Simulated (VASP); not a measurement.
# GaP (gw) (I-4m2) in VASP: single point with PBEsol

Aim: the single point of GaP (gw) with PBEsol.

Program: VASP 6.6.1. These are calculated values, not measurements. Logs are shortened: lines on timing, memory, paths and dates and some standing lists are left out, and cuts for length are marked.

## (1) The cell of the first run

The structure is tetragonal, space group I-4m2 (No. 119). Conventional cell: a = 3.830 Å, b = 3.830 Å, c = 5.457 Å, α = 90.00°, β = 90.00°, γ = 90.00°. Ga (site symmetry -4m2) has 4 P at 2.35 Å within 3.1 Å. Within 3.1 Å of P (site symmetry -4m2) lie 4 Ga at 2.35 Å.

## (2) Single point, PBEsol

INCAR

```
  ALGO = Normal
  EDIFF = 1E-6
  ENCUT = 500
  GGA = PS
  GGA_COMPAT = False
  ISIF = 2
  ISMEAR = 0
  LASPH = True
  LCHARG = False
  LREAL = False
  LWAVE = False
  NBANDS = 16
  NELM = 120
  PREC = Accurate
  SIGMA = 0.01
```

KPOINTS

```
k-points
0
Gamma
  4 4 4
```

POSCAR

```
GaP
1.0
    0.0000000000      2.7083479566      2.7286686922
    2.7083479566      0.0000000000      2.7286686922
    2.7083479566      2.7083479566      0.0000000000
Ga P
1 1
Direct
    0.0000000000      0.0000000000      0.0000000000
    0.2500000000      0.2500000000      0.2500000000
```

Potentials or basis: VASP PAW PBE potentials, release 64 (Ga_d, P).

On the command line:

```sh
cat potpaw_PBE.64/Ga_d/POTCAR potpaw_PBE.64/P/POTCAR > POTCAR
mpirun -np 1 vasp_std > vasp.out
```

OUTCAR:

```text
EDIFF = 1E-6
   ENCUT = 500
   GGA = PS
   ISIF = 2
   ISMEAR = 0
   LASPH = True
   LREAL = False
   NELM = 120
   PREC = Accurate

 ion  position               nearest neighbor table
   1  0.000  0.000  0.000-   2 2.35   2 2.35   2 2.35   2 2.35
   2  0.250  0.250  0.250-   1 2.35   1 2.35   1 2.35   1 2.35

  LATTYP: Found a body centered tetragonal cell.
 ALAT       =     3.8301824118
 C/A-ratio  =     1.4248244072

  Lattice vectors:

 A1 = (  -2.7083479566,   0.0000000000,   2.7286686922)
 A2 = (   2.7083479566,   0.0000000000,   2.7286686922)
 A3 = (   0.0000000000,   2.7083479566,  -2.7286686922)

Analysis of symmetry for initial positions (statically):
=====================================================================
 Subroutine PRICEL returns:
 Original cell was already a primitive cell.

 Routine SETGRP: Setting up the symmetry group for a
 body centered tetragonal supercell.

 Subroutine GETGRP returns: Found  8 space group operations
 (whereof  8 operations were pure point group operations)
 out of a pool of 16 trial point group operations.

The static configuration has the point symmetry D_2d.

Analysis of symmetry for dynamics (positions and initial velocities):
=====================================================================
 Subroutine PRICEL returns:
 Original cell was already a primitive cell.

 Routine SETGRP: Setting up the symmetry group for a
 body centered tetragonal supercell.

 Subroutine GETGRP returns: Found  8 space group operations
 (whereof  8 operations were pure point group operations)
 out of a pool of 16 trial point group operations.

The dynamic configuration has the point symmetry D_2d.

 Subroutine INISYM returns: Found  8 space group operations
 (whereof  8 operations are pure point group operations),
 and found     1 'primitive' translations

----------------------------------------------------------------------------------------

                                     Primitive cell

  volume of cell :      40.0304

  direct lattice vectors                    reciprocal lattice vectors
     0.000000000  2.708347957  2.728668692    -0.184614388  0.184614388  0.183239541
     2.708347957  0.000000000  2.728668692     0.184614388 -0.184614388  0.183239541
     2.708347957  2.708347957  0.000000000     0.184614388  0.184614388 -0.183239541

  length of vectors
     3.844578193  3.844578193  3.830182412     0.318969707  0.318969707  0.318969707

  position of ions in fractional coordinates (direct lattice)
     0.000000000  0.000000000  0.000000000
     0.250000000  0.250000000  0.250000000

  ion indices of the primitive-cell ions
   primitive index   ion index
                 1           1
                 2           2

----------------------------------------------------------------------------------------

 KPOINTS: k-points

Automatic generation of k-mesh.
 Grid dimensions read from file:
 generate k-points for:    4    4    4

 Generating k-lattice:

  Cartesian coordinates                     Fractional coordinates (reciprocal lattice)
    -0.046153597  0.046153597  0.045809885     0.250000000  0.000000000  0.000000000
     0.046153597 -0.046153597  0.045809885     0.000000000  0.250000000  0.000000000
     0.046153597  0.046153597 -0.045809885    -0.000000000 -0.000000000  0.250000000

  Length of vectors
     0.079742427  0.079742427  0.079742427

  Shift w.r.t. Gamma in fractional coordinates (k-lattice)
     0.000000000  0.000000000  0.000000000

 Subroutine IBZKPT returns following result:
 ===========================================

 Found     13 irreducible k-points:

 Following reciprocal coordinates:
            Coordinates               Weight
  0.000000  0.000000  0.000000      1.000000
  0.250000  0.000000  0.000000      8.000000
  0.500000  0.000000  0.000000      4.000000
  0.250000  0.250000  0.000000      2.000000
  0.500000  0.250000  0.000000      8.000000
 -0.250000  0.250000  0.000000      4.000000
  0.500000  0.500000  0.000000      1.000000
  0.250000  0.000000  0.250000      4.000000
  0.500000  0.000000  0.250000     16.000000
 -0.250000 -0.000000  0.250000      8.000000
 -0.250000  0.500000  0.250000      4.000000
  0.500000  0.000000  0.500000      2.000000
 -0.250000  0.250000  0.500000      2.000000
   k-points           NKPTS =     13   k-points in BZ     NKDIM =     13   number of bands    NBANDS=     16
   number of dos      NEDOS =    301   number of ions     NIONS =      2
   total plane-waves  NPLWV =  21952
   dimension x,y,z NGX =    28 NGY =   28 NGZ =   28
   dimension x,y,z NGXF=    56 NGYF=   56 NGZF=   56
   ions per type =               1   1
   NGX,Y,Z   is equivalent  to a cutoff of  12.11, 12.11, 12.15 a.u.
   NGXF,Y,Z  is equivalent  to a cutoff of  24.22, 24.22, 24.31 a.u.
 SYSTEM =  unknown system
   PREC   = accura    normal or accurate (medium, high low for compatibility)
   ISTART =      0    job   : 0-new  1-cont  2-samecut
   ICHARG =      2    charge: 1-file 2-atom 10-const
   ISPIN  =      1    spin polarized calculation?
   LNONCOLLINEAR =      F non collinear calculations
   LSORBIT =      F    spin-orbit coupling
   LASPH  =      T    aspherical Exc in radial PAW
   ENCUT  =  500.0 eV  36.75 Ry    6.06 a.u.   7.01  7.01  6.98*2*pi/ulx,y,z
   NELM   =    120;   NELMIN=  2; NELMDL= -5     # of ELM steps
   EDIFF  = 0.1E-05   stopping-criterion for ELM
   LREAL  =      F    real-space projection
   EDIFFG = 0.1E-04   stopping-criterion for IOM
   NSW    =      0    number of steps for IOM
   IBRION =     -1    ionic relax: 0-MD 1-quasi-New 2-CG
   NFREE  =      0    steps in history (QN), initial steepest desc. (CG)
   ISIF   =      2    stress and relaxation
   ISYM   =      2    0-nonsym 1-usesym 2-fastsym
   POTIM  = 0.5000    time-step for ionic-motion
   TEBEG  =    0.0;   TEEND  =   0.0 temperature during run
   PSTRESS=    0.0 pullay stress
   NELECT =      18.0000    total number of electrons
   NUPDOWN=      -1.0000    fix difference up-down
   EMIN   =  10.00;   EMAX   =-10.00  energy-range for DOS
   EFERMI =   0.00;   METHOD = LEGACY
   ISMEAR =     0;   SIGMA  =   0.01  broadening in eV -4-tet -1-fermi 0-gaus
   EFERMI_NEDOS =   21; number of points for ismear=-14 and -15
   IALGO  =     38    algorithm
   IMIX   =      4    mixing-type and parameters
     AMIX     =   0.40;   BMIX     =  1.00
     AMIX_MAG =   1.60;   BMIX_MAG =  1.00
  volume/ion in A,a.u.               =      20.02       135.07
  Fermi-wavevector in a.u.,A,eV,Ry     =   1.254207  2.370107 21.402431  1.573034
  Thomas-Fermi vector in A             =   2.388023
   LORBIT       =      0    0 simple, 1 ext, 2 COOP (PROOUT), +10 PAW based schemes
   GGA     = PS    functional components
   LHFCALC =     F    Hartree Fock is set to
   AEXX    =    0.0000 exact exchange contribution
   IVDW    =     0    specifies the selected vdW correction
   LEPSILON=     F    determine dielectric tensor
   LRPA    =     F    only Hartree local field effects (RPA)
 non-spin polarized calculation
 Gauss-broadening in eV      SIGMA  =   0.01
  energy-cutoff  :      500.00
  volume of cell :       40.03
 maximum number of plane-waves:      1036
   NGX = 13   NGY = 13   NGZ = 13

 number of electron      18.0000012 magnetization

 Free energy of the ion-electron system (eV)
  ---------------------------------------------------
  ext. energy  EPLUGINS =         0.00000000
  ---------------------------------------------------
  free energy    TOTEN  =        -9.77122317 eV

  energy without entropy =       -9.77122317  energy(sigma->0) =       -9.77122317

 E-fermi :   4.8612     XC(G=0): -10.0530

 val. band max:        4.7468403784   @ k =   0.0000   0.0000   0.0000
 cond. band min:       6.1759915750   @ k =   0.5000   0.0000   0.5000
 fundamental gap:      1.4291511966
 Fermi energy:         4.8612020880

 k-point     1 :       0.0000    0.0000    0.0000
  band No.  band energies     occupation
      1      -9.8787      2.00000
      2      -9.8764      2.00000
      3      -9.8764      2.00000
      4      -9.7751      2.00000
      5      -9.7741      2.00000
      6      -7.8871      2.00000
[... 8 lines left out ...]
     15      14.4241      0.00000
     16      14.5637      0.00000

 k-point     2 :       0.2500    0.0000    0.0000
  band No.  band energies     occupation
      1      -9.9226      2.00000
      2      -9.8626      2.00000
      3      -9.8611      2.00000
      4      -9.7741      2.00000
      5      -9.7725      2.00000
      6      -7.0930      2.00000
[... 8 lines left out ...]
     15      13.6526      0.00000
     16      14.4492      0.00000

 k-point     3 :       0.5000    0.0000    0.0000
  band No.  band energies     occupation
      1      -9.9614      2.00000
      2      -9.8523      2.00000
      3      -9.8509      2.00000
      4      -9.7679      2.00000
      5      -9.7656      2.00000
      6      -5.7533      2.00000
[... 8 lines left out ...]
     15      16.3842      0.00000
     16      16.4493      0.00000

 k-point     4 :       0.2500    0.2500    0.0000
  band No.  band energies     occupation
      1      -9.9471      2.00000
      2      -9.8435      2.00000
      3      -9.8435      2.00000
      4      -9.7908      2.00000
      5      -9.7640      2.00000
      6      -6.8354      2.00000
[... 8 lines left out ...]
     15      15.5135      0.00000
     16      17.2635      0.00000

 k-point     5 :       0.5000    0.2500    0.0000
  band No.  band energies     occupation
      1      -9.9726      2.00000
      2      -9.8372      2.00000
      3      -9.8281      2.00000
      4      -9.7890      2.00000
      5      -9.7624      2.00000
      6      -5.4374      2.00000
[... 8 lines left out ...]
     15      16.5059      0.00000
     16      17.9157      0.00000

 k-point     6 :      -0.2500    0.2500    0.0000
  band No.  band energies     occupation
      1      -9.9553      2.00000
      2      -9.8480      2.00000
      3      -9.8415      2.00000
      4      -9.7772      2.00000
      5      -9.7718      2.00000
      6      -5.9516      2.00000
[... 8 lines left out ...]
     15      15.8146      0.00000
     16      18.0824      0.00000

 k-point     7 :       0.5000    0.5000    0.0000
  band No.  band energies     occupation
      1      -9.9978      2.00000
      2      -9.8114      2.00000
      3      -9.8088      2.00000
      4      -9.8088      2.00000
      5      -9.7529      2.00000
      6      -4.8430      2.00000
[... 8 lines left out ...]
     15      17.1787      0.00000
     16      17.7167      0.00000

 k-point     8 :       0.2500    0.0000    0.2500
  band No.  band energies     occupation
      1      -9.9461      2.00000
      2      -9.8449      2.00000
      3      -9.8437      2.00000
      4      -9.7924      2.00000
      5      -9.7628      2.00000
      6      -6.8219      2.00000
[... 8 lines left out ...]
     15      15.4276      0.00000
     16      17.3258      0.00000

 k-point     9 :       0.5000    0.0000    0.2500
  band No.  band energies     occupation
      1      -9.9724      2.00000
      2      -9.8370      2.00000
      3      -9.8288      2.00000
      4      -9.7910      2.00000
      5      -9.7607      2.00000
      6      -5.4211      2.00000
[... 8 lines left out ...]
     15      16.5168      0.00000
     16      17.9794      0.00000

 k-point    10 :      -0.2500   -0.0000    0.2500
  band No.  band energies     occupation
      1      -9.9552      2.00000
      2      -9.8471      2.00000
      3      -9.8423      2.00000
      4      -9.7760      2.00000
      5      -9.7730      2.00000
      6      -5.9587      2.00000
[... 8 lines left out ...]
     15      15.7202      0.00000
     16      18.0374      0.00000

 k-point    11 :      -0.2500    0.5000    0.2500
  band No.  band energies     occupation
      1      -9.9775      2.00000
      2      -9.8374      2.00000
      3      -9.8152      2.00000
      4      -9.7902      2.00000
      5      -9.7660      2.00000
      6      -4.7231      2.00000
[... 8 lines left out ...]
     15      16.6101      0.00000
     16      18.4684      0.00000

 k-point    12 :       0.5000    0.0000    0.5000
  band No.  band energies     occupation
      1      -9.9978      2.00000
      2      -9.8136      2.00000
      3      -9.8094      2.00000
      4      -9.8089      2.00000
      5      -9.7512      2.00000
      6      -4.8083      2.00000
[... 8 lines left out ...]
     15      17.1407      0.00000
     16      17.7143      0.00000

 k-point    13 :      -0.2500    0.2500    0.5000
  band No.  band energies     occupation
      1      -9.9774      2.00000
      2      -9.8376      2.00000
      3      -9.8153      2.00000
      4      -9.7918      2.00000
      5      -9.7644      2.00000
      6      -4.7101      2.00000
[... 8 lines left out ...]
     15      16.7352      0.00000
     16      18.6185      0.00000

------------------------ aborting loop because EDIFF is reached ----------------------------------------

  FORCE on cell =-STRESS in cart. coord.  units (eV):
  Direction    XX          YY          ZZ          XY          YZ          ZX
  --------------------------------------------------------------------------------------
  -------------------------------------------------------------------------------------
  Total        0.2333822      0.2333822      0.0911650      0.0000000      0.0000000      0.0000000
  in kB        9.3408984      9.3408984      3.6487896      0.0000000      0.0000000      0.0000000
  external PRESSURE =       7.4435288 kB  Pullay stress =       0.0000000 kB

 VOLUME and BASIS-vectors are now :
 -----------------------------------------------------------------------------
  energy-cutoff  :      500.00
  volume of cell :       40.03
      direct lattice vectors                 reciprocal lattice vectors
     0.000000000  2.708347957  2.728668692    -0.184614388  0.184614388  0.183239541
     2.708347957  0.000000000  2.728668692     0.184614388 -0.184614388  0.183239541
     2.708347957  2.708347957  0.000000000     0.184614388  0.184614388 -0.183239541

 POSITION                                       TOTAL-FORCE (eV/Angst)
 -----------------------------------------------------------------------------------
      0.00000      0.00000      0.00000        -0.000000     -0.000000      0.000000
      1.35417      1.35417      1.36433         0.000000      0.000000      0.000000
 -----------------------------------------------------------------------------------
    total drift:                                0.000001      0.000001      0.000000

  FREE ENERGIE OF THE ION-ELECTRON SYSTEM (eV)
  ---------------------------------------------------
  free  energy   TOTEN  =        -9.7712231698 eV

  energy  without entropy=       -9.7712231698  energy(sigma->0) =       -9.77122317
```

Run time: 16 s. Hardware: 1 thread of Intel Xeon 8259CL, shared host; peak memory 0.15 GiB.

What came out:

```
Free energy            : -9.7712 eV
Pressure               : 0.7 GPa
Band gap on the k mesh : 1.43 eV, indirect (least direct gap 1.82 eV)
```

Stress tensor (GPa, compression positive):
```
0.93 0.00 0.00
0.00 0.93 0.00
0.00 0.00 0.36
```

Caveat: the k points lie up to 0.50 Å⁻¹ apart; the PAW data sets were made with another functional, which shifts forces and pressure a little. A k mesh can miss the band edges.
